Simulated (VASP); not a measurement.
# Lu (Cmmm) in VASP: further runs, part 2 of 2

VASP 6.6.1. The steps go on from the part before.

### Step 3. Single point, PBE

This run uses another cell than the first one, of 31.73 Å³/atom.

File INCAR:

```
SYSTEM = Lu
ALGO = Fast ; EDIFF = 1E-7
ENCUT = 520 ; GGA = PE
ISIF = 2 ; ISMEAR = 0
LASPH = .True. ; LCHARG = .True.
LELF = .True. ; LREAL = .False.
LVHAR = .True. ; LWAVE = .False.
NBANDS = 18 ; NELM = 80
PREC = Accurate ; SIGMA = 0.1
```

File KPOINTS:

```
k-points
0
Gamma
  6 6 6
  0 0 0
```

File POSCAR:

```
Lu
1.0
    1.6806873700     -2.9315318300      0.0000000000
    1.6806873700      2.9315318300      0.0000000000
    0.0000000000      0.0000000000      3.2200892100
Lu
1
Direct
    0.5000000000      0.5000000000      0.0000000000
```

Potentials or basis: VASP PAW PBE potentials, release 64 (Lu).

Launch:

```sh
cat potpaw_PBE.64/Lu/POTCAR > POTCAR
mpirun -np 1 vasp_std > vasp.out
```

OUTCAR:

```text
SYSTEM = Lu
   EDIFF = 1E-7
   ENCUT = 520
   GGA = PE
   ISIF = 2
   ISMEAR = 0
   LASPH = .True.
   LREAL = .False.
   NELM = 80
   PREC = Accurate

 ion  position               nearest neighbor table
   1  0.500  0.500  0.000-

  LATTYP: Found a base centered orthorhombic cell.
 ALAT       =     3.3613747400
 B/A-ratio  =     1.7442457665
 C/A-ratio  =     0.9579679325

  Lattice vectors:

 A1 = (   1.6806873700,  -2.9315318300,   0.0000000000)
 A2 = (   1.6806873700,   2.9315318300,   0.0000000000)
 A3 = (   0.0000000000,   0.0000000000,   3.2200892100)

Analysis of symmetry for initial positions (statically):
=====================================================================
 Subroutine PRICEL returns:
 Original cell was already a primitive cell.

 Routine SETGRP: Setting up the symmetry group for a
 base centered orthorhombic supercell.

 Subroutine GETGRP returns: Found  8 space group operations
 (whereof  8 operations were pure point group operations)
 out of a pool of  8 trial point group operations.

The static configuration has the point symmetry D_2h.

Analysis of symmetry for dynamics (positions and initial velocities):
=====================================================================
 Subroutine PRICEL returns:
 Original cell was already a primitive cell.

 Routine SETGRP: Setting up the symmetry group for a
 base centered orthorhombic supercell.

 Subroutine GETGRP returns: Found  8 space group operations
 (whereof  8 operations were pure point group operations)
 out of a pool of  8 trial point group operations.

The dynamic configuration has the point symmetry D_2h.

 Subroutine INISYM returns: Found  8 space group operations
 (whereof  8 operations are pure point group operations),
[... 106 lines left out ...]
   NUPDOWN=      -1.0000    fix difference up-down
   EMIN   =  10.00;   EMAX   =-10.00  energy-range for DOS
   EFERMI =   0.00;   METHOD = LEGACY
   ISMEAR =     0;   SIGMA  =   0.10  broadening in eV -4-tet -1-fermi 0-gaus
   EFERMI_NEDOS =   21; number of points for ismear=-14 and -15
   IALGO  =     68    algorithm
   IMIX   =      4    mixing-type and parameters
     AMIX     =   0.40;   BMIX     =  1.00
     AMIX_MAG =   1.60;   BMIX_MAG =  1.00
  volume/ion in A,a.u.               =      31.73       214.13
  Fermi-wavevector in a.u.,A,eV,Ry     =   1.512034  2.857331 31.106295  2.286248
  Thomas-Fermi vector in A             =   2.622012
   LORBIT       =      0    0 simple, 1 ext, 2 COOP (PROOUT), +10 PAW based schemes
   GGA     = PE    functional components
   LHFCALC =     F    Hartree Fock is set to
   AEXX    =    0.0000 exact exchange contribution
   IVDW    =     0    specifies the selected vdW correction
   LEPSILON=     F    determine dielectric tensor
   LRPA    =     F    only Hartree local field effects (RPA)
 non-spin polarized calculation
 RMM-DIIS sequential band-by-band and
 Gauss-broadening in eV      SIGMA  =   0.10
  energy-cutoff  :      520.00
  volume of cell :       31.73
 maximum number of plane-waves:       870
 NGX is ok and might be reduce to    28
   NGX = 13   NGY = 13   NGZ = 11

 number of electron      25.0000017 magnetization

 Free energy of the ion-electron system (eV)
  ---------------------------------------------------
  ext. energy  EPLUGINS =         0.00000000
  ---------------------------------------------------
  free energy    TOTEN  =        -4.01230021 eV

  energy without entropy =       -3.99595348  energy(sigma->0) =       -4.00412685

 E-fermi :   1.7970     XC(G=0): -10.2413

 val. band max:        1.7854686485   @ k =   0.5000   0.1667   0.3333
 cond. band min:       1.8174260127   @ k =  -0.1667   0.1667   0.0000
 fundamental gap:      0.0319573642
 Fermi energy:         1.7970326772

 k-point     1 :       0.0000    0.0000    0.0000
  band No.  band energies     occupation
      1     -54.7111      2.00000
      2     -25.2278      2.00000
      3     -25.0915      2.00000
      4     -25.0866      2.00000
      5      -3.8733      2.00000
      6      -3.4336      2.00000
[... 481 lines left out ...]
      5      -3.4618      2.00000
      6      -3.4384      2.00000
[... 10 lines left out ...]
     17       8.6495      0.00000
     18       9.3270      0.00000

 [... further k-points ...]

------------------------ aborting loop because EDIFF is reached ----------------------------------------

  FORCE on cell =-STRESS in cart. coord.  units (eV):
  Direction    XX          YY          ZZ          XY          YZ          ZX
  --------------------------------------------------------------------------------------
  -------------------------------------------------------------------------------------
  Total       -0.2340054     -0.3133946     -0.1737538     -0.0000000      0.0000000      0.0000000
  in kB      -11.8156312    -15.8242323     -8.7733500     -0.0000000      0.0000000      0.0000000
  external PRESSURE =     -12.1377378 kB  Pullay stress =       0.0000000 kB

 VOLUME and BASIS-vectors are now :
 -----------------------------------------------------------------------------
  energy-cutoff  :      520.00
  volume of cell :       31.73
      direct lattice vectors                 reciprocal lattice vectors
     1.680687370 -2.931531830  0.000000000     0.297497327 -0.170559294  0.000000000
     1.680687370  2.931531830  0.000000000     0.297497327  0.170559294  0.000000000
     0.000000000  0.000000000  3.220089210     0.000000000  0.000000000  0.310550402

 POSITION                                       TOTAL-FORCE (eV/Angst)
 -----------------------------------------------------------------------------------
      1.68069      0.00000      0.00000        -0.000000     -0.000000      0.000000
 -----------------------------------------------------------------------------------
    total drift:                                0.000000      0.000000     -0.000000

  FREE ENERGIE OF THE ION-ELECTRON SYSTEM (eV)
  ---------------------------------------------------
  free  energy   TOTEN  =        -4.0123002147 eV

  energy  without entropy=       -3.9959534808  energy(sigma->0) =       -4.00412685
```

OSZICAR:

```text
N       E                     dE             d eps       ncg     rms          rms(c)
DAV:   1     0.839933053078E+02    0.83993E+02   -0.10357E+04  2352   0.443E+03
DAV:   2     0.468759845686E+01   -0.79306E+02   -0.77831E+02  1940   0.361E+02
DAV:   3    -0.378140071800E+01   -0.84690E+01   -0.83776E+01  3126   0.748E+01
DAV:   4    -0.412395807647E+01   -0.34256E+00   -0.33791E+00  2428   0.101E+01
[... 28 lines left out ...]
RMM:  33    -0.401229977407E+01   -0.17309E-06   -0.17867E-06   955   0.182E-03    0.918E-04
RMM:  34    -0.401229993096E+01   -0.15689E-06   -0.16373E-06   946   0.155E-03    0.113E-03
RMM:  35    -0.401230004175E+01   -0.11079E-06   -0.11399E-06   952   0.159E-03    0.128E-03
RMM:  36    -0.401230014349E+01   -0.10174E-06   -0.10338E-06   854   0.128E-03    0.140E-03
RMM:  37    -0.401230021468E+01   -0.71196E-07   -0.70435E-07   872   0.127E-03
   1 F= -.40123002E+01 E0= -.40041268E+01  d E =-.163467E-01
```

Wall time 54 s (1 thread of AMD EPYC 9R45 (Zen 5), shared host); peak memory 0.14 GiB.

What came out:

```
Free energy            : -4.0123 eV
Pressure               : -1.2 GPa
Band gap on the k mesh : zero (an odd number of electrons rules out a gap without spin polarisation)
```

Stress tensor (GPa, compression positive):
```
-1.18  0.00  0.00
 0.00 -1.58  0.00
 0.00  0.00 -0.88
```

Levels at points of the mesh, in eV from the Fermi level:
```
           k point  band 10  band 11  band 12  band 13  band 14  band 15  band 16  band 17
(0.00, 0.00, 0.00)    -5.18    -5.18    -5.11    -0.26     2.24     2.36     6.24     6.26
(0.50, 0.00, 0.00)    -5.15    -5.14    -2.31     0.15     0.29     3.41     5.63     6.66
(0.50, 0.50, 0.00)    -5.15    -5.15    -2.34     0.15     0.25     3.42     5.67     6.64
(0.00, 0.00, 0.50)    -5.17    -5.10    -2.80    -0.43     2.89     3.00     3.75     3.78
(0.50, 0.00, 0.50)    -5.16    -5.14    -1.44    -0.39     2.62     4.01     4.02     6.92
(0.50, 0.50, 0.50)    -5.16    -5.14    -1.45    -0.40     2.69     3.95     3.97     6.90
```

Caveat: spin-orbit coupling is left out, which moves the levels of the heavy elements.

The gap in the log of VASP goes by the Fermi energy; the results here count the filled bands.